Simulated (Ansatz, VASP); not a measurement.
NaCl in VASP and in Ansatz

INCAR

```
SYSTEM = NaCl
PREC = Accurate ; ENCUT = 500
EDIFF = 1E-7 ; ISMEAR = 0
SIGMA = 0.01 ; LREAL = .False.
LASPH = .True. ; NELM = 120
ALGO = Normal ; ISIF = 3
LWAVE = .False. ; LCHARG = .False.
GGA = PE ; IVDW = 13
IBRION = 2 ; NSW = 80
EDIFFG = -0.005 ; GGA_COMPAT = .False.
NELMIN = 4
```

The input KPOINTS:

```
Automatic mesh
0
Gamma
  6 6 6
  0 0 0
```

File POSCAR:

```
NaCl
1.0
    0.0000000000      2.8100000000      2.8100000000
    2.8100000000      0.0000000000      2.8100000000
    2.8100000000      2.8100000000      0.0000000000
Na Cl
1 1
Direct
    0.0000000000      0.0000000000      0.0000000000
    0.5000000000      0.5000000000      0.5000000000
```

Input for Ansatz:

```yaml
crystal:
  lattice:
    bravais: fcc
    a: 5.62
  space_group: 225
  atoms:
    - { symbol: Na, position: [0.0, 0.0, 0.0] }
    - { symbol: Cl, position: [0.5, 0.0, 0.0] }
  reduce_to_primitive: true
kpoints:
  mp_grid:
    grid: [6, 6, 6]
hamiltonian:
  xc: pbe
  dispersion: d4
scf:
  occupations:
    method: fixed
relax:
  f_tol: 0.005
  cell: {}
```

Alike in both runs: task relaxation of cell and atoms; functional PBE; dispersion D4; k mesh 6 × 6 × 6; no spin polarisation.

|  | VASP | Ansatz |
| --- | --- | --- |
| version | VASP 6.6.1 | Ansatz 0.2.0 |
| potentials or method | VASP PAW PBE potentials, release 64 (Na_pv, Cl) | plane waves, PAW |
| plane-wave cutoff (eV) | 500 | 420 |
| occupations | gaussian, width 0.01 eV | fixed |
| valence electrons in the cell | 14 | 16 |

```tsv
	VASP	Ansatz	Ansatz less VASP
relaxed volume (Å³/atom)	22.34	22.38	+0.044
relaxed length of the cell vector where the two differ most in proportion (Å)	3.983	3.985	+0.0026
```

VASP's potentials hold 14 valence electrons a cell and Ansatz's 16, so a difference there can come from the potentials and not from the codes.
